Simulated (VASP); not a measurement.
Write the native input for VASP 6.6.1 that does the following.

* Task: single point
* Functional: PBE
* Dispersion: D3(BJ)
* Potentials or basis: VASP PAW PBE potentials, release 64 (Zr_sv, B)
* Cutoff: 520 eV
* k mesh: 4 × 3 × 4
* Occupations: gaussian, width 0.05 eV
* Spin: no spin polarisation
* Dipole correction: no
* Further INCAR settings: ALGO = Normal; EDIFF = 1e-06; NBANDS = 86

The structure of Zr12B (a cell with a defect) lies in POSCAR:

```
Zr12B
1.0
    6.4600000000      0.0000000000      0.0000000000
   -4.8450000000      8.3917860000      0.0000000000
    0.0000000000      0.0000000000      5.1453900000
Zr B
12 1
Direct
    0.0050605792      0.0072961108     -0.0054750537
    0.1652825623      0.2223972792      0.4950944889
   -0.0027940843      0.3294398860      0.0016379111
    0.1606327223      0.5478452056      0.4957509357
   -0.0043193325      0.6652110557      0.0146961140
    0.1634504804      0.8911359003      0.4906725088
    0.5034444457      0.0067095818      0.0066340377
    0.6665736820      0.2251703575      0.5010333067
    0.4984713189      0.3321879334      0.0075305186
    0.6590676889      0.5473287078      0.5077739902
    0.5005280631      0.6634365380      0.0114351722
    0.6683486790      0.8892784819      0.4875241461
    0.3319944950      0.7773421620      0.7511236235
```

The input as run:

INCAR

```
SYSTEM = Zr12B
  ALGO = Normal
  EDIFF = 1E-6
  ENCUT = 520
  GGA = PE
  ISIF = 2
  ISMEAR = 0
  IVDW = 12
  KPAR = 4
  LASPH = .True.
  LCHARG = .True.
  LREAL = .False.
  LVHAR = .True.
  LWAVE = .False.
  NBANDS = 86
  NELM = 80
  PREC = Accurate
  SIGMA = 0.05
```

KPOINTS

```
k-points
0
Gamma
  4 3 4
  0 0 0
```

Potentials or basis: VASP PAW PBE potentials, release 64 (Zr_sv, B).

Command:

```bash
$ cat potpaw_PBE.64/Zr_sv/POTCAR potpaw_PBE.64/B/POTCAR > POTCAR
$ mpirun -np 4 vasp_std > vasp.out
```

Results of the run:

```yaml
Pressure: 0.2 GPa
Largest_force: 0.008 eV/Å
Band_gap_on_the_k_mesh: zero (an odd number of electrons rules out a gap without spin polarisation)
Dispersion_energy_per_atom: -0.518 eV
```

It took 3.5 min on 4 MPI ranks on Intel(R) Xeon(R) Platinum 8375C CPU @ 2.90GHz (Ice Lake), with other jobs on the host, peak memory 0.61 GiB a rank.
